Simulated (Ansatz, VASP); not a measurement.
# One calculation of GaN, two programs

Contents of INCAR:

```
PREC = Accurate ; ENCUT = 520
EDIFF = 1E-8 ; ISMEAR = -1
SIGMA = 0.02 ; LREAL = False
LASPH = True ; NELM = 60
ALGO = Normal ; ISIF = 2
LWAVE = False ; LCHARG = False
GGA = PE ; LEFG = True
NBANDS = 16
```

KPOINTS

```
regular mesh
0
Gamma
  13 13 13
```

File POSCAR:

```
GaN
1.0
   -0.0199250000      1.9825375000      1.9825375000
    1.9825375000     -0.0199250000      1.9825375000
    1.9825375000      1.9825375000     -0.0199250000
Ga N
1 1
Direct
    0.5000000000      0.5000000000      0.5000000000
    0.0000000000      0.0000000000      0.0000000000
```

Input for Ansatz:

```yaml
crystal:
  lattice:
    - [-0.019925, 1.9825375, 1.9825375]
    - [1.9825375, -0.019925, 1.9825375]
    - [1.9825375, 1.9825375, -0.019925]
  atoms:
    - { symbol: Ga, position: [0.5, 0.5, 0.5] }
    - { symbol: "N", position: [0.0, 0.0, 0.0] }
kpoints:
  mp_grid: { grid: [13, 13, 13] }
scf:
  occupations: { method: fermi_dirac, width: 0.02 }
hamiltonian:
  xc: pbe
  pseudopotentials: { kind: all_electron, datasets: crystal }
output:
  forces: true
  stress: true
  eigenvalues: true
  efg: { contact_densities: true }
```

Change from the starting cell: equal xy, yz and zx shear strains of -1 %, crystal datasets.

Alike in both runs: task electric field gradients; functional PBE; k mesh 13 × 13 × 13; occupations fermi-dirac, width 0.02 eV; no spin polarisation.

```csv
,VASP,Ansatz
version,VASP 6.6.1,Ansatz 0.2.0
potentials or method,"VASP PAW PBE potentials, release 64 (Ga_d, N), cutoff 520 eV","all-electron PAW with datasets made for the crystal, scalar-relativistic"
```

```csv
,VASP,Ansatz,Ansatz less VASP
gap on the k mesh at the Fermi level (eV),1.86,1.88,+0.018
pressure (GPa),70.3,69.1,-1.21
"traceless stress, the component that is largest in VASP (GPa)",2.60,2.61,+0.010
size of Vzz on the site where it differs most (V/Å²),2.1,3.3,+1.21
```

Both programs put the cell under a high pressure, so it lies far from rest at this level. Ansatz ran all-electron here, and VASP with PAW potentials.

Noted on VASP's run: the cell as given lies far from equilibrium.
